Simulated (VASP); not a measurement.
# BiTe (I4/mmm) in VASP: a series of runs

The runs below take BiTe through single point, with PBEsol.

Everything below comes from runs of VASP 6.6.1. Logs are shortened: lines on timing, memory, paths and dates and some standing lists are left out, and cuts for length are marked.

**1. The cell of the first run**

It takes space group I4/mmm (No. 139, tetragonal). Conventional cell: a = 4.657 Å, b = 4.657 Å, c = 6.202 Å, α = 90.00°, β = 90.00°, γ = 90.00°. Bi (site symmetry 4/mmm) has 6 Te at 3.10 to 3.29 Å within 4.1 Å. Te (site symmetry 4/mmm) has 6 Bi at 3.10 to 3.29 Å within 4.1 Å.

**2. Single point, PBEsol (strain +0.030 along x and y, -0.030 along z)**

The input, INCAR:

```
SYSTEM = BiTe
PREC = Accurate
ENCUT = 500
EDIFF = 1E-6
ISMEAR = 0
SIGMA = 0.15
LREAL = .FALSE.
LASPH = .TRUE.
NELM = 120
ALGO = Normal
ISIF = 2
LWAVE = .FALSE.
LCHARG = .FALSE.
GGA = PS
NBANDS = 18
GGA_COMPAT = .FALSE.
```

The input, KPOINTS:

```
Automatic mesh
0
G
  16 16 16
  0 0 0
```

The input, POSCAR:

```
BiTe
1.0
    0.0000000000      3.2930684425      3.1012392129
    3.2930684425      0.0000000000      3.1012392129
    3.2930684425      3.2930684425      0.0000000000
Bi Te
1 1
Direct
    0.0000000000      0.0000000000      0.0000000000
    0.5000000000      0.5000000000      0.5000000000
```

Potentials or basis: VASP PAW PBE potentials, release 64 (Bi_d, Te).

On the command line:

```sh
> cat potpaw_PBE.64/Bi_d/POTCAR potpaw_PBE.64/Te/POTCAR > POTCAR
> mpirun -np 1 vasp_std > vasp.out
```

OUTCAR:

```text
SYSTEM = BiTe
   PREC = Accurate
   ENCUT = 500
   EDIFF = 1E-6
   ISMEAR = 0
   LREAL = .FALSE.
   LASPH = .TRUE.
   NELM = 120
   ISIF = 2
   GGA = PS

 ion  position               nearest neighbor table
   1  0.000  0.000  0.000-   2 3.10   2 3.10   2 3.29   2 3.29   2 3.29   2 3.29
   2  0.500  0.500  0.500-   1 3.10   1 3.10   1 3.29   1 3.29   1 3.29   1 3.29

  LATTYP: Found a body centered tetragonal cell.
 ALAT       =     4.6571020532
 C/A-ratio  =     1.3318321898

  Lattice vectors:

 A1 = (   0.0000000000,  -3.2930684425,  -3.1012392129)
 A2 = (   0.0000000000,   3.2930684425,  -3.1012392129)
 A3 = (   3.2930684425,   0.0000000000,   3.1012392129)

Analysis of symmetry for initial positions (statically):
=====================================================================
 Subroutine PRICEL returns:
 Original cell was already a primitive cell.

 Routine SETGRP: Setting up the symmetry group for a
 body centered tetragonal supercell.

 Subroutine GETGRP returns: Found 16 space group operations
 (whereof 16 operations were pure point group operations)
 out of a pool of 16 trial point group operations.

The static configuration has the point symmetry D_4h.

Analysis of symmetry for dynamics (positions and initial velocities):
=====================================================================
 Subroutine PRICEL returns:
 Original cell was already a primitive cell.

 Routine SETGRP: Setting up the symmetry group for a
 body centered tetragonal supercell.

 Subroutine GETGRP returns: Found 16 space group operations
 (whereof 16 operations were pure point group operations)
 out of a pool of 16 trial point group operations.

The dynamic configuration has the point symmetry D_4h.

 Subroutine INISYM returns: Found 16 space group operations
 (whereof 16 operations are pure point group operations),
 and found     1 'primitive' translations

----------------------------------------------------------------------------------------

                                     Primitive cell

  volume of cell :      67.2615

  direct lattice vectors                    reciprocal lattice vectors
     0.000000000  3.293068443  3.101239213    -0.151834075  0.151834075  0.161225873
     3.293068443  0.000000000  3.101239213     0.151834075 -0.151834075  0.161225873
     3.293068443  3.293068443  0.000000000     0.151834075  0.151834075 -0.161225873

  length of vectors
     4.523492503  4.523492503  4.657102053     0.268516209  0.268516209  0.268516209

  position of ions in fractional coordinates (direct lattice)
     0.000000000  0.000000000  0.000000000
     0.500000000  0.500000000  0.500000000

  ion indices of the primitive-cell ions
   primitive index   ion index
                 1           1
                 2           2

----------------------------------------------------------------------------------------

 KPOINTS: Automatic mesh

Automatic generation of k-mesh.
 Grid dimensions read from file:
 generate k-points for:   16   16   16

 Generating k-lattice:

  Cartesian coordinates                     Fractional coordinates (reciprocal lattice)
    -0.009489630  0.009489630  0.010076617     0.062500000  0.000000000  0.000000000
     0.009489630 -0.009489630  0.010076617     0.000000000  0.062500000  0.000000000
     0.009489630  0.009489630 -0.010076617    -0.000000000 -0.000000000  0.062500000

  Length of vectors
     0.016782263  0.016782263  0.016782263

  Shift w.r.t. Gamma in fractional coordinates (k-lattice)
     0.000000000  0.000000000  0.000000000

 Subroutine IBZKPT returns following result:
 ===========================================

 Found    349 irreducible k-points:

 Following reciprocal coordinates:
            Coordinates               Weight
  0.000000  0.000000  0.000000      1.000000
  0.062500  0.000000  0.000000      8.000000
  0.125000  0.000000  0.000000      8.000000
  0.187500  0.000000  0.000000      8.000000
  0.250000  0.000000  0.000000      8.000000
  0.312500  0.000000  0.000000      8.000000
[... 16 lines left out ...]
 -0.125000  0.062500  0.000000      8.000000
 -0.062500  0.062500  0.000000      4.000000
 [... further k-points ...]
   k-points           NKPTS =    349   k-points in BZ     NKDIM =    349   number of bands    NBANDS=     18
   number of dos      NEDOS =    301   number of ions     NIONS =      2
   total plane-waves  NPLWV =  46656
   dimension x,y,z NGX =    36 NGY =   36 NGZ =   36
   dimension x,y,z NGXF=    72 NGYF=   72 NGZF=   72
   ions per type =               1   1
   NGX,Y,Z   is equivalent  to a cutoff of  13.23, 13.23, 12.85 a.u.
   NGXF,Y,Z  is equivalent  to a cutoff of  26.46, 26.46, 25.70 a.u.
 SYSTEM =  BiTe
   PREC   = accura    normal or accurate (medium, high low for compatibility)
   ISTART =      0    job   : 0-new  1-cont  2-samecut
   ICHARG =      2    charge: 1-file 2-atom 10-const
   ISPIN  =      1    spin polarized calculation?
   LNONCOLLINEAR =      F non collinear calculations
   LSORBIT =      F    spin-orbit coupling
   LASPH  =      T    aspherical Exc in radial PAW
   ENCUT  =  500.0 eV  36.75 Ry    6.06 a.u.   8.25  8.25  8.49*2*pi/ulx,y,z
   NELM   =    120;   NELMIN=  2; NELMDL= -5     # of ELM steps
   EDIFF  = 0.1E-05   stopping-criterion for ELM
   LREAL  =      F    real-space projection
   EDIFFG = 0.1E-04   stopping-criterion for IOM
   NSW    =      0    number of steps for IOM
   IBRION =     -1    ionic relax: 0-MD 1-quasi-New 2-CG
   NFREE  =      0    steps in history (QN), initial steepest desc. (CG)
   ISIF   =      2    stress and relaxation
   ISYM   =      2    0-nonsym 1-usesym 2-fastsym
   POTIM  = 0.5000    time-step for ionic-motion
   TEBEG  =    0.0;   TEEND  =   0.0 temperature during run
   PSTRESS=    0.0 pullay stress
   NELECT =      21.0000    total number of electrons
   NUPDOWN=      -1.0000    fix difference up-down
   EMIN   =  10.00;   EMAX   =-10.00  energy-range for DOS
   EFERMI =   0.00;   METHOD = LEGACY
   ISMEAR =     0;   SIGMA  =   0.15  broadening in eV -4-tet -1-fermi 0-gaus
   EFERMI_NEDOS =   21; number of points for ismear=-14 and -15
   IALGO  =     38    algorithm
   IMIX   =      4    mixing-type and parameters
     AMIX     =   0.40;   BMIX     =  1.00
     AMIX_MAG =   1.60;   BMIX_MAG =  1.00
  volume/ion in A,a.u.               =      33.63       226.95
  Fermi-wavevector in a.u.,A,eV,Ry     =   1.110603  2.098736 16.781969  1.233440
  Thomas-Fermi vector in A             =   2.247157
   LORBIT       =      0    0 simple, 1 ext, 2 COOP (PROOUT), +10 PAW based schemes
   GGA     = PS    functional components
   LHFCALC =     F    Hartree Fock is set to
   AEXX    =    0.0000 exact exchange contribution
   IVDW    =     0    specifies the selected vdW correction
   LEPSILON=     F    determine dielectric tensor
   LRPA    =     F    only Hartree local field effects (RPA)
 non-spin polarized calculation
 Gauss-broadening in eV      SIGMA  =   0.15
  energy-cutoff  :      500.00
  volume of cell :       67.26
 maximum number of plane-waves:      1731
 NGX is ok and might be reduce to    36
   NGX = 17   NGY = 17   NGZ = 17

 number of electron      20.9999999 magnetization

 Free energy of the ion-electron system (eV)
  ---------------------------------------------------
  ext. energy  EPLUGINS =         0.00000000
  ---------------------------------------------------
  free energy    TOTEN  =        -7.94154821 eV

  energy without entropy =       -7.92526057  energy(sigma->0) =       -7.93340439

 E-fermi :   6.5646     XC(G=0):  -9.6187

 val. band max:        6.5527508977   @ k =   0.3750   0.1250   0.0625
 cond. band min:       6.5693600239   @ k =  -0.3125   0.0000   0.0625
 fundamental gap:      0.0166091262
 Fermi energy:         6.5645633494

 k-point     1 :       0.0000    0.0000    0.0000
  band No.  band energies     occupation
      1     -16.5279      2.00000
      2     -16.5087      2.00000
      3     -16.5087      2.00000
      4     -16.4828      2.00000
      5     -16.4785      2.00000
      6      -7.0424      2.00000
[... 10 lines left out ...]
     17      12.1893      0.00000
     18      12.8490      0.00000

 k-point     2 :       0.0625    0.0000    0.0000
  band No.  band energies     occupation
      1     -16.5281      2.00000
      2     -16.5086      2.00000
      3     -16.5085      2.00000
      4     -16.4828      2.00000
      5     -16.4784      2.00000
      6      -7.0070      2.00000
[... 10 lines left out ...]
     17      12.4262      0.00000
     18      13.0471      0.00000

 k-point     3 :       0.1250    0.0000    0.0000
  band No.  band energies     occupation
      1     -16.5287      2.00000
      2     -16.5081      2.00000
      3     -16.5079      2.00000
      4     -16.4829      2.00000
      5     -16.4781      2.00000
      6      -6.9014      2.00000
[... 10 lines left out ...]
     17      13.0402      0.00000
     18      13.5792      0.00000

 k-point     4 :       0.1875    0.0000    0.0000
  band No.  band energies     occupation
      1     -16.5295      2.00000
      2     -16.5074      2.00000
      3     -16.5070      2.00000
      4     -16.4829      2.00000
      5     -16.4777      2.00000
      6      -6.7265      2.00000
[... 375 lines left out ...]
      4     -16.4836      2.00000
      5     -16.4768      2.00000
      6      -6.6471      2.00000
[... 10 lines left out ...]
     17      14.6510      0.00000
     18      15.1283      0.00000

 k-point    23 :      -0.1250    0.0625    0.0000
  band No.  band energies     occupation
      1     -16.5286      2.00000
      2     -16.5081      2.00000
      3     -16.5076      2.00000
      4     -16.4834      2.00000
      5     -16.4774      2.00000
      6      -6.8357      2.00000
[... 10 lines left out ...]
     17      13.7647      0.00000
     18      14.2517      0.00000

 k-point    24 :      -0.0625    0.0625    0.0000
  band No.  band energies     occupation
      1     -16.5281      2.00000
      2     -16.5085      2.00000
      3     -16.5083      2.00000
      4     -16.4832      2.00000
      5     -16.4780      2.00000
      6      -6.9562      2.00000
[... 10 lines left out ...]
     17      12.9796      0.00000
     18      13.5320      0.00000

 [... further k-points ...]

------------------------ aborting loop because EDIFF is reached ----------------------------------------

  FORCE on cell =-STRESS in cart. coord.  units (eV):
  Direction    XX          YY          ZZ          XY          YZ          ZX
  --------------------------------------------------------------------------------------
  -------------------------------------------------------------------------------------
  Total       -1.2260423     -1.2260423      1.1150876      0.0000000      0.0000000     -0.0000000
  in kB      -29.2044644    -29.2044644     26.5615108      0.0000000      0.0000000     -0.0000000
  external PRESSURE =     -10.6158060 kB  Pullay stress =       0.0000000 kB

 VOLUME and BASIS-vectors are now :
 -----------------------------------------------------------------------------
  energy-cutoff  :      500.00
  volume of cell :       67.26
      direct lattice vectors                 reciprocal lattice vectors
     0.000000000  3.293068443  3.101239213    -0.151834075  0.151834075  0.161225873
     3.293068443  0.000000000  3.101239213     0.151834075 -0.151834075  0.161225873
     3.293068443  3.293068443  0.000000000     0.151834075  0.151834075 -0.161225873

 POSITION                                       TOTAL-FORCE (eV/Angst)
 -----------------------------------------------------------------------------------
      0.00000      0.00000      0.00000         0.000000     -0.000000      0.000000
      3.29307      3.29307      3.10124        -0.000000      0.000000     -0.000000
 -----------------------------------------------------------------------------------
    total drift:                               -0.000000      0.000000      0.000000

  FREE ENERGIE OF THE ION-ELECTRON SYSTEM (eV)
  ---------------------------------------------------
  free  energy   TOTEN  =        -7.9415482135 eV

  energy  without entropy=       -7.9252605691  energy(sigma->0) =       -7.93340439
```

It took 2.8 min on 1 thread of AMD EPYC 9R45 (Zen 5), shared host; peak memory 0.48 GiB.

Results:

```
Free energy            : -7.9415 eV
Pressure               : -1.1 GPa
Band gap on the k mesh : zero (an odd number of electrons rules out a gap without spin polarisation)
```

Caveat: the cell differs from its parent crystal (strain +0.030 along x and y, -0.030 along z); the stress differs along the axes, from -3 to 3 GPa; the PAW data sets were made with another functional, which shifts forces and pressure a little; spin-orbit coupling is left out, which moves the levels of the heavy elements; an odd number of electrons without spin polarisation forces a metal; a magnetic or distorted state may lie lower.

**3. Single point, PBEsol (strain +0.030 along x and y, -0.015 along z)**

The input, INCAR:

```
  ALGO = Normal
  EDIFF = 1E-6
  ENCUT = 500
  GGA = PS
  GGA_COMPAT = False
  ISIF = 2
  ISMEAR = 0
  LASPH = True
  LCHARG = True
  LELF = True
  LREAL = False
  LVHAR = True
  LWAVE = False
  NBANDS = 18
  NELM = 120
  PREC = Accurate
  SIGMA = 0.15
```

The input, KPOINTS:

```
k-points
0
Gamma
  16 16 16
```

The input, POSCAR:

```
BiTe
1.0
    0.0000000000      3.2930684425      3.1491965203
    3.2930684425      0.0000000000      3.1491965203
    3.2930684425      3.2930684425      0.0000000000
Bi Te
1 1
Direct
    0.0000000000      0.0000000000      0.0000000000
    0.5000000000      0.5000000000      0.5000000000
```

Potentials or basis: VASP PAW PBE potentials, release 64 (Bi_d, Te).

On the command line:

```sh
> cat potpaw_PBE.64/Bi_d/POTCAR potpaw_PBE.64/Te/POTCAR > POTCAR
> mpirun -np 1 vasp_std > vasp.out
```

It took 3.1 min on 1 thread of AMD EPYC 9R45 (Zen 5), shared host; peak memory 0.49 GiB.

Results (log left out):

- Free energy: -7.9521 eV
- Pressure: -1.9 GPa
- Band gap on the k mesh: zero (an odd number of electrons rules out a gap without spin polarisation)

Stress tensor (GPa, compression positive):
```
-3.19  0.00  0.00
 0.00 -3.19  0.00
 0.00  0.00  0.57
```

Levels at points of the mesh, in eV from the Fermi level:
| k point | band 7 | band 8 | band 9 | band 10 | band 11 | band 12 | band 13 | band 14 |
| --- | --- | --- | --- | --- | --- | --- | --- | --- |
| (0.00, 0.00, 0.00) | -8.15 | -2.91 | -2.30 | -2.30 | 1.80 | 1.80 | 2.85 | 4.55 |
| (0.50, 0.00, 0.00) | -11.24 | -1.92 | -1.90 | -1.53 | -0.90 | -0.67 | -0.49 | 7.22 |
| (0.50, 0.50, 0.00) | -10.28 | -5.73 | -4.02 | -4.02 | 2.15 | 3.46 | 3.46 | 5.36 |
| (0.50, 0.00, 0.50) | -9.79 | -5.56 | -4.24 | -3.65 | 2.25 | 3.08 | 4.17 | 4.69 |

Caveat: the cell differs from its parent crystal (strain +0.030 along x and y, -0.015 along z); the PAW data sets were made with another functional, which shifts forces and pressure a little; spin-orbit coupling is left out, which moves the levels of the heavy elements; an odd number of electrons without spin polarisation forces a metal; a magnetic or distorted state may lie lower.
